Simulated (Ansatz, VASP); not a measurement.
Two plane-wave programs on Zn

The input INCAR:

```
SYSTEM = Zn
ALGO = Fast
EDIFF = 1E-6
ENCUT = 520
GGA = CA
ISIF = 2
ISMEAR = 0
LASPH = .TRUE.
LCHARG = .FALSE.
LREAL = .FALSE.
LWAVE = .FALSE.
NBANDS = 12
NELM = 80
PREC = Accurate
SIGMA = 0.15
```

Contents of KPOINTS:

```
k-points
0
G
  20 20 20
  0 0 0
```

File POSCAR:

```
Zn
1.0
   -1.4654381342      1.5056386871      1.4856136926
    1.4654381342     -1.5056386871      1.4856136926
    1.4654381342      1.5056386871     -1.4856136926
Zn
1
Direct
    0.0000000000      0.0000000000      0.0000000000
```

Input for Ansatz:

```yaml
crystal:
  lattice:
    - [-1.4654381342, 1.5056386871, 1.4856136926]
    - [1.4654381342, -1.5056386871, 1.4856136926]
    - [1.4654381342, 1.5056386871, -1.4856136926]
  atoms:
    - { symbol: Zn, position: [0.0, 0.0, 0.0] }
basis:
  ecutwfc: 520.0
kpoints:
  mp_grid: { grid: [20, 20, 20] }
hamiltonian:
  xc: lda
  pseudopotentials: { kind: paw }
scf:
  occupations: { method: gaussian, width: 0.15 }
output:
  forces: true
  stress: true
  eigenvalues: true
```

Change from the starting cell: normal strain along x -0.0267, normal strain along z -0.0133.

Alike in both runs: task single point; functional LDA; k mesh 20 × 20 × 20; occupations gaussian, width 0.15 eV; no spin polarisation.

|  | VASP | Ansatz |
| --- | --- | --- |
| version | VASP 6.6.1 | Ansatz 0.2.0 |
| potentials or method | VASP PAW LDA potentials, release 64 (Zn), cutoff 520 eV | scalar-relativistic, plane waves, PAW |
| valence electrons in the cell | 12 | 12 |

|  | VASP | Ansatz | Ansatz less VASP |
| --- | --- | --- | --- |
| gap on the k mesh at the Fermi level (eV) | none | none | - |
| pressure (GPa) | 5.2 | 4.4 | -0.77 |
| traceless stress, the component that is largest in VASP (GPa) | -0.70 | -0.72 | -0.022 |

LDA's correlation is that of Perdew and Zunger in VASP and of Perdew and Wang (1992) in Ansatz. A gap of «none» marks a metal or a gap that the smearing closes.
